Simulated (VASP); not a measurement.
InSe, 4 atoms in the cell. It takes space group R3m (No. 160, trigonal). The conventional cell has a = 4.000 Å, b = 4.000 Å, c = 25.067 Å, α = 90.00°, β = 90.00°, γ = 120.00°. Within 3.5 Å of In (site symmetry 3m) lie 3 Se at 2.63 Å and 1 In at 2.79 Å. In (site symmetry 3m) has 3 Se at 2.63 Å and 1 In at 2.79 Å within 3.5 Å. Se (site symmetry 3m) has 3 In at 2.63 Å within 3.5 Å. Se (site symmetry 3m) has 3 In at 2.63 Å within 3.5 Å. 

* Program: VASP 6.6.1
* Task: single point
* Functional: PBEsol
* Potentials or basis: VASP PAW PBE potentials, release 64 (In_d, Se)
* Cutoff: 500 eV
* k mesh: 6 × 6 × 6
* Occupations: fermi-dirac, width 0.02 eV
* Spin: no spin polarisation
* Dipole correction: no
* Further INCAR settings: ALGO = Normal; EDIFF = 1e-06; NBANDS = 27

Potentials or basis: VASP PAW PBE potentials, release 64 (In_d, Se).

The run is started by

```console
$ cat potpaw_PBE.64/In_d/POTCAR potpaw_PBE.64/Se/POTCAR > POTCAR
$ mpirun -np 1 vasp_std > vasp.out
```

Hardware: 1 thread of Intel(R) Xeon(R) Platinum 8488C (Sapphire Rapids) (shared host).

Estimate the wall time of this run.

Wall time 5.4 min on 1 thread of Intel(R) Xeon(R) Platinum 8488C (Sapphire Rapids), with other jobs on the host, peak memory 0.55 GiB. Counts: scf iterations 14, k points 32.
